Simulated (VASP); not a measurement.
# MnO (Fm-3m) in VASP: a series of runs, part 3 of 3

VASP 6.6.1. Earlier steps stand in the parts before.

**5. Electric field gradients, PBE, collinear spin, ferromagnetic start (volume scaled by 1.04)**

The input, INCAR:

```
SYSTEM = MnO
PREC = Accurate ; ENCUT = 520
EDIFF = 1E-8 ; ISMEAR = -1
SIGMA = 0.05 ; LREAL = .False.
LASPH = .True. ; NELM = 150
ALGO = Normal ; ISIF = 2
LWAVE = .False. ; LCHARG = .False.
ISPIN = 2 ; MAGMOM = 4 0
LORBIT = 11 ; LMAXMIX = 4
GGA = PE ; LEFG = .True.
NBANDS = 20
```

The input, KPOINTS:

```
Automatic mesh
0
Gamma
  16 16 16
  0 0 0
```

The input, POSCAR:

```
MnO
1.0
    0.0000000000      2.2512401953      2.2512401953
    2.2512401953      0.0000000000      2.2512401953
    2.2512401953      2.2512401953      0.0000000000
Mn O
1 1
Direct
    0.0000000000      0.0000000000      0.0000000000
    0.5000000000      0.5000000000      0.5000000000
```

Potentials or basis: VASP PAW PBE potentials, release 64 (Mn_pv, O).

Command:

```bash
cat potpaw_PBE.64/Mn_pv/POTCAR potpaw_PBE.64/O/POTCAR > POTCAR
mpirun -np 1 vasp_std > vasp.out
```

OUTCAR:

```text
SYSTEM = MnO
   PREC = Accurate
   ENCUT = 520
   EDIFF = 1E-8
   ISMEAR = -1
   LREAL = .False.
   LASPH = .True.
   NELM = 150
   ISIF = 2
   ISPIN = 2
   LORBIT = 11
   GGA = PE

 ion  position               nearest neighbor table
   1  0.000  0.000  0.000-   2 2.25   2 2.25   2 2.25   2 2.25   2 2.25   2 2.25
   2  0.500  0.500  0.500-   1 2.25   1 2.25   1 2.25   1 2.25   1 2.25   1 2.25

  LATTYP: Found a face centered cubic cell.
 ALAT       =     4.5024803906

  Lattice vectors:

 A1 = (   0.0000000000,   2.2512401953,   2.2512401953)
 A2 = (   2.2512401953,   0.0000000000,   2.2512401953)
 A3 = (   2.2512401953,   2.2512401953,   0.0000000000)

Analysis of symmetry for initial positions (statically):
=====================================================================
 Subroutine PRICEL returns:
 Original cell was already a primitive cell.

 Routine SETGRP: Setting up the symmetry group for a
 face centered cubic supercell.

 Subroutine GETGRP returns: Found 48 space group operations
 (whereof 48 operations were pure point group operations)
 out of a pool of 48 trial point group operations.

The static configuration has the point symmetry O_h .

Analysis of symmetry for dynamics (positions and initial velocities):
=====================================================================
 Subroutine PRICEL returns:
 Original cell was already a primitive cell.

 Routine SETGRP: Setting up the symmetry group for a
 face centered cubic supercell.

 Subroutine GETGRP returns: Found 48 space group operations
 (whereof 48 operations were pure point group operations)
 out of a pool of 48 trial point group operations.

The dynamic configuration has the point symmetry O_h .

Analysis of structural, dynamic, and magnetic symmetry:
=====================================================================
 Subroutine PRICEL returns:
 Original cell was already a primitive cell.

 Routine SETGRP: Setting up the symmetry group for a
 face centered cubic supercell.

 Subroutine GETGRP returns: Found 48 space group operations
 (whereof 48 operations were pure point group operations)
 out of a pool of 48 trial point group operations.

The overall configuration has the point symmetry O_h .

 Subroutine INISYM returns: Found 48 space group operations
 (whereof 48 operations are pure point group operations),
 and found     1 'primitive' translations

----------------------------------------------------------------------------------------

                                     Primitive cell

  volume of cell :      22.8189

  direct lattice vectors                    reciprocal lattice vectors
     0.000000000  2.251240195  2.251240195    -0.222099801  0.222099801  0.222099801
     2.251240195  0.000000000  2.251240195     0.222099801 -0.222099801  0.222099801
     2.251240195  2.251240195  0.000000000     0.222099801  0.222099801 -0.222099801

  length of vectors
     3.183734416  3.183734416  3.183734416     0.384688140  0.384688140  0.384688140

  position of ions in fractional coordinates (direct lattice)
     0.000000000  0.000000000  0.000000000
     0.500000000  0.500000000  0.500000000
[... 102 lines left out ...]
   GGA     = PE    functional components
   LHFCALC =     F    Hartree Fock is set to
   AEXX    =    0.0000 exact exchange contribution
   IVDW    =     0    specifies the selected vdW correction
   LEPSILON=     F    determine dielectric tensor
   LRPA    =     F    only Hartree local field effects (RPA)
 spin polarized calculation
  energy-cutoff  :      520.00
  volume of cell :       22.82
 maximum number of plane-waves:       636
   NGX = 11   NGY = 11   NGZ = 11

 number of electron      18.9999993 magnetization       4.8488223

 Free energy of the ion-electron system (eV)
  ---------------------------------------------------
  ext. energy  EPLUGINS =         0.00000000
  ---------------------------------------------------
  free energy    TOTEN  =       -16.39621086 eV

  energy without entropy =      -16.38918712  energy(sigma->0) =      -16.39269899

 E-fermi :   7.0436     XC(G=0): -11.6471

 val. band max:        7.0392589108   @ k =  -0.3750   0.1875   0.0000
 cond. band min:       7.0454107003   @ k =   0.5000   0.1250   0.0625
 fundamental gap:      0.0061517895
 Fermi energy:         7.0436460047

 spin component 1

 k-point     1 :       0.0000    0.0000    0.0000
  band No.  band energies     occupation
      1     -43.3251      1.00000
      2     -43.3251      1.00000
      3     -43.3251      1.00000
      4     -12.8652      1.00000
      5       3.5129      1.00000
      6       3.5129      1.00000
[... 541 lines left out ...]
     19      26.3248      0.00000
     20      27.5657      0.00000

 [... further k-points ...]

 spin component 2

 k-point     1 :       0.0000    0.0000    0.0000
  band No.  band energies     occupation
      1     -38.5947      1.00000
      2     -38.5947      1.00000
      3     -38.5947      1.00000
      4     -12.4247      1.00000
      5       3.8990      1.00000
      6       3.8990      1.00000
[... 541 lines left out ...]
     19      28.2819      0.00000
     20      29.6944      0.00000

 [... further k-points ...]
[... 5 lines left out ...]
  --------------------------------------------------------------------------------------
  -------------------------------------------------------------------------------------
  Total       -0.5803434     -0.5803434     -0.5803434      0.0000000     -0.0000000      0.0000000
  in kB      -40.7474228    -40.7474228    -40.7474228      0.0000000     -0.0000000      0.0000000
  external PRESSURE =     -40.7474228 kB  Pullay stress =       0.0000000 kB

 VOLUME and BASIS-vectors are now :
 -----------------------------------------------------------------------------
  energy-cutoff  :      520.00
  volume of cell :       22.82
      direct lattice vectors                 reciprocal lattice vectors
     0.000000000  2.251240195  2.251240195    -0.222099801  0.222099801  0.222099801
     2.251240195  0.000000000  2.251240195     0.222099801 -0.222099801  0.222099801
     2.251240195  2.251240195  0.000000000     0.222099801  0.222099801 -0.222099801

 POSITION                                       TOTAL-FORCE (eV/Angst)
 -----------------------------------------------------------------------------------
      0.00000      0.00000      0.00000        -0.000000     -0.000000      0.000000
      2.25124      2.25124      2.25124         0.000000      0.000000     -0.000000
 -----------------------------------------------------------------------------------
    total drift:                                0.000000     -0.000000     -0.000000

  FREE ENERGIE OF THE ION-ELECTRON SYSTEM (eV)
  ---------------------------------------------------
  free  energy   TOTEN  =       -16.3962108601 eV

  energy  without entropy=      -16.3891871161  energy(sigma->0) =      -16.39269899

 Electric field gradients (V/A^2)
---------------------------------------------------------------------
 ion       V_xx      V_yy      V_zz      V_xy      V_xz      V_yz
---------------------------------------------------------------------
   1       0.000     0.000     0.000     0.003     0.003     0.003
   2       0.000    -0.000     0.000     0.001     0.001     0.001
---------------------------------------------------------------------

 Electric field gradients after diagonalization (V/A^2)
 (convention: |V_zz| > |V_xx| > |V_yy|)
----------------------------------------------------------------------
 ion       V_xx      V_yy      V_zz     asymmetry (V_yy - V_xx)/ V_zz
----------------------------------------------------------------------
   1      -0.003    -0.003     0.005       0.000
   2      -0.001    -0.001     0.003       0.000
----------------------------------------------------------------------

           NMR quadrupolar parameters

 Cq : quadrupolar parameter    Cq=e*Q*V_zz/h
 eta: asymmetry parameters     (V_yy - V_xx)/ V_zz
 Q  : nuclear electric quadrupole moment in mb (millibarn)
----------------------------------------------------------------------
 ion       Cq(MHz)       eta       Q (mb)
----------------------------------------------------------------------
   1       0.000       0.000       1.000
   2       0.000       0.000       1.000
----------------------------------------------------------------------

 total charge

# of ion       s       p       d       tot
------------------------------------------
    1        0.197   6.164   4.954  11.316
    2        1.561   3.401   0.000   4.961
--------------------------------------------------
tot          1.758   9.565   4.954  16.277

 magnetization (x)

# of ion       s       p       d       tot
------------------------------------------
    1        0.035   0.025   4.332   4.392
    2        0.029   0.175   0.000   0.205
--------------------------------------------------
tot          0.064   0.200   4.332   4.597
```

OSZICAR:

```text
N       E                     dE             d eps       ncg     rms          rms(c)
DAV:   1     0.170386930029E+03    0.17039E+03   -0.10362E+04 11664   0.111E+03
DAV:   2    -0.101469865940E+02   -0.18053E+03   -0.16829E+03 11912   0.325E+02
DAV:   3    -0.186870055269E+02   -0.85400E+01   -0.84422E+01 13072   0.762E+01
DAV:   4    -0.187525115059E+02   -0.65506E-01   -0.65491E-01 13272   0.691E+00
DAV:   5    -0.187531162022E+02   -0.60470E-03   -0.60469E-03 12976   0.664E-01    0.135E+01
DAV:   6    -0.167415114546E+02    0.20116E+01   -0.10453E+01 15764   0.345E+01    0.133E+01
DAV:   7    -0.164082311550E+02    0.33328E+00   -0.13940E+00 13160   0.166E+01    0.768E+00
DAV:   8    -0.164078800679E+02    0.35109E-03   -0.13216E-01 12884   0.268E+00    0.459E+00
DAV:   9    -0.163942419313E+02    0.13638E-01   -0.45561E-02 12068   0.222E+00    0.118E+00
DAV:  10    -0.163957691445E+02   -0.15272E-02   -0.78733E-03 12716   0.101E+00    0.242E-01
DAV:  11    -0.163960964310E+02   -0.32729E-03   -0.13543E-03 13248   0.342E-01    0.133E-01
DAV:  12    -0.163961894066E+02   -0.92976E-04   -0.79087E-05 13024   0.114E-01    0.375E-02
DAV:  13    -0.163962022038E+02   -0.12797E-04   -0.15121E-05 13252   0.344E-02    0.321E-02
DAV:  14    -0.163962111454E+02   -0.89416E-05   -0.65741E-06 12836   0.207E-02    0.750E-03
DAV:  15    -0.163962109209E+02    0.22451E-06   -0.48285E-07 13372   0.634E-03    0.269E-03
DAV:  16    -0.163962108776E+02    0.43282E-07   -0.64777E-08 12828   0.205E-03    0.186E-03
DAV:  17    -0.163962108647E+02    0.12899E-07   -0.25342E-08 12940   0.163E-03    0.550E-04
DAV:  18    -0.163962108601E+02    0.45970E-08   -0.33818E-09  7608   0.582E-04
   1 F= -.16396211E+02 E0= -.16392699E+02  d E =-.702374E-02  mag=     4.8488
```

stdout:

```text
POSCAR found type information on POSCAR MnO
 POSCAR found :  2 types and       2 ions
 scaLAPACK will be used
 LDA part: xc-table for (Slater+PW92), standard interpolation
 POSCAR, INCAR and KPOINTS ok, starting setup
 FFT: planning ... GRIDC
 FFT: planning ... GRID_SOFT
 FFT: planning ... GRID
 WAVECAR not read
 entering main loop
ion   1

ion   2
```

It took 2.6 min on 1 thread of AMD EPYC 7R43 (Zen 3), shared host; peak memory 0.18 GiB.

Results:

```yaml
Free_energy: -16.3962 eV
Pressure: -4.1 GPa
Net_moment: 4.85 μB per cell
Site_moments: Mn +4.39; O +0.20 μB
Valence_electrons_inside_the_program's_atomic_spheres: Mn 11.32; O 4.96
```

Levels at points of the mesh, in eV from the Fermi level:
Spin up:
| k point | band 8 | band 9 | band 10 | band 11 | band 12 | band 13 | band 14 | band 15 | band 16 | band 17 |
| --- | --- | --- | --- | --- | --- | --- | --- | --- | --- | --- |
| (0.00, 0.00, 0.00) | -3.16 | -3.16 | -3.16 | -2.66 | -2.66 | -0.64 | 13.89 | 16.06 | 16.06 | 16.06 |
| (0.50, 0.00, 0.00) | -2.33 | -2.33 | -1.89 | 0.13 | 0.13 | 3.44 | 7.45 | 11.66 | 11.66 | 18.00 |
| (0.50, 0.50, 0.00) | -4.08 | -2.26 | -2.08 | -2.08 | -1.98 | 4.79 | 7.65 | 10.24 | 13.29 | 13.29 |
Spin down:
```
           k point  band 3  band 4  band 5  band 6  band 7  band 8  band 9  band 10  band 11  band 12
(0.00, 0.00, 0.00)  -45.64  -19.47   -3.14   -3.14   -3.14    0.70    0.88     0.88     0.88     1.46
(0.50, 0.00, 0.00)  -45.65  -18.59   -7.01   -4.55   -4.55    1.98    2.03     2.03     3.59     3.59
(0.50, 0.50, 0.00)  -45.66  -18.61   -6.10   -4.09   -4.09   -0.61    2.01     2.15     2.44     2.44
```

Caveat: without QUAD_EFG the Cq values of the log hold for a quadrupole moment of 1 mb, not for the nuclei; a cell with one magnetic atom can't hold antiferromagnetic order, which such compounds often take; semilocal functionals often make such compounds metallic where correlation or magnetic order opens a gap, which also shifts bond lengths.

**6. Electric field gradients, PBE, collinear spin, ferromagnetic start (volume scaled by 1.06)**

The input, INCAR:

```
ALGO     = Normal         # electronic algorithm
EDIFF    = 1E-8           # SCF threshold, eV
ENCUT    = 520            # plane-wave cutoff, eV
GGA      = PE             # functional
ISIF     = 2              # what is computed and relaxed
ISMEAR   = -1             # smearing method
ISPIN    = 2              # spin polarisation
LASPH    = True           # aspherical terms in the spheres
LCHARG   = False          # write CHGCAR
LEFG     = True         
LMAXMIX  = 4              # l up to which the mixer works
LORBIT   = 11             # projections on sites
LREAL    = False          # projectors in reciprocal space
LWAVE    = False          # write WAVECAR
MAGMOM   = 4 0            # initial moments
NBANDS   = 20             # bands
NELM     = 150            # most SCF steps
PREC     = Accurate       # precision mode
SIGMA    = 0.05           # smearing width, eV
```

The input, KPOINTS:

```
k-points
0
Gamma
  16 16 16
```

The input, POSCAR:

```
MnO
1.0
    0.0000000000      2.2655796914      2.2655796914
    2.2655796914      0.0000000000      2.2655796914
    2.2655796914      2.2655796914      0.0000000000
Mn O
1 1
Direct
    0.0000000000      0.0000000000      0.0000000000
    0.5000000000      0.5000000000      0.5000000000
```

Potentials or basis: VASP PAW PBE potentials, release 64 (Mn_pv, O).

Command:

```bash
cat potpaw_PBE.64/Mn_pv/POTCAR potpaw_PBE.64/O/POTCAR > POTCAR
mpirun -np 1 vasp_std > vasp.out
```

OUTCAR:

```text
EDIFF = 1E-8
   ENCUT = 520
   GGA = PE
   ISIF = 2
   ISMEAR = -1
   ISPIN = 2
   LASPH = True
   LORBIT = 11
   LREAL = False
   NELM = 150
   PREC = Accurate

 ion  position               nearest neighbor table
   1  0.000  0.000  0.000-   2 2.27   2 2.27   2 2.27   2 2.27   2 2.27   2 2.27
   2  0.500  0.500  0.500-   1 2.27   1 2.27   1 2.27   1 2.27   1 2.27   1 2.27

  LATTYP: Found a face centered cubic cell.
 ALAT       =     4.5311593828

  Lattice vectors:

 A1 = (   0.0000000000,   2.2655796914,   2.2655796914)
 A2 = (   2.2655796914,   0.0000000000,   2.2655796914)
 A3 = (   2.2655796914,   2.2655796914,   0.0000000000)

Analysis of symmetry for initial positions (statically):
[... 1345 lines left out ...]
 Electric field gradients after diagonalization (V/A^2)
 (convention: |V_zz| > |V_xx| > |V_yy|)
----------------------------------------------------------------------
 ion       V_xx      V_yy      V_zz     asymmetry (V_yy - V_xx)/ V_zz
----------------------------------------------------------------------
   1      -0.002    -0.002     0.004       0.000
   2      -0.002    -0.002     0.004       0.000
----------------------------------------------------------------------

           NMR quadrupolar parameters

 Cq : quadrupolar parameter    Cq=e*Q*V_zz/h
 eta: asymmetry parameters     (V_yy - V_xx)/ V_zz
 Q  : nuclear electric quadrupole moment in mb (millibarn)
----------------------------------------------------------------------
 ion       Cq(MHz)       eta       Q (mb)
----------------------------------------------------------------------
   1       0.000       0.000       1.000
   2       0.000       0.000       1.000
----------------------------------------------------------------------

 total charge

# of ion       s       p       d       tot
------------------------------------------
    1        0.195   6.159   4.944  11.298
    2        1.560   3.394   0.000   4.954
--------------------------------------------------
tot          1.755   9.553   4.944  16.252

 magnetization (x)

# of ion       s       p       d       tot
------------------------------------------
    1        0.035   0.025   4.362   4.421
    2        0.029   0.177   0.000   0.206
--------------------------------------------------
tot          0.064   0.202   4.362   4.628
```

stdout:

```text
POSCAR found type information on POSCAR MnO
 POSCAR found :  2 types and       2 ions
 scaLAPACK will be used
 LDA part: xc-table for (Slater+PW92), standard interpolation
 POSCAR, INCAR and KPOINTS ok, starting setup
 FFT: planning ... GRIDC
 FFT: planning ... GRID_SOFT
 FFT: planning ... GRID
 WAVECAR not read
 entering main loop
ion   1

ion   2
```

Wall time 2.1 min (1 thread of AMD EPYC 7R43 (Zen 3), shared host); peak memory 0.19 GiB.

Results:

```yaml
Free_energy: -16.3830 eV
Pressure: -5.9 GPa
Net_moment: 4.89 μB per cell
Site_moments: Mn +4.42; O +0.21 μB
Valence_electrons_inside_the_program's_atomic_spheres: Mn 11.30; O 4.95
```

Caveat: without QUAD_EFG the Cq values of the log hold for a quadrupole moment of 1 mb, not for the nuclei; a cell with one magnetic atom can't hold antiferromagnetic order, which such compounds often take; semilocal functionals often make such compounds metallic where correlation or magnetic order opens a gap, which also shifts bond lengths.

**7. Summary**

| cell | gap on the mesh (eV) | pressure (GPa) | moment (μB) |
| --- | --- | --- | --- |
| a = 3.078 Å, angles 60.0°, 2 atoms | none | 7.5 | 4.59 |
| a = 3.100 Å, angles 60.0°, 2 atoms | none | 4.7 | 4.64 |
| a = 3.184 Å, angles 60.0°, 2 atoms | none | -4.1 | 4.85 |
| a = 3.204 Å, angles 60.0°, 2 atoms | none | -5.9 | 4.89 |

Alike in all rows: task electric field gradients; level PBE; potentials or basis VASP PAW PBE potentials, release 64 (Mn_pv, O); spin collinear, ferromagnetic start; k mesh 16 × 16 × 16; cutoff (eV) 520; smearing fermi-dirac 0.05 eV.

Caveats: a cell with one magnetic atom can't hold antiferromagnetic order, which such compounds often take; semilocal functionals often make such compounds metallic where correlation or magnetic order opens a gap, which also shifts bond lengths.

Absolute energies hang on the potentials; compare differences alone.
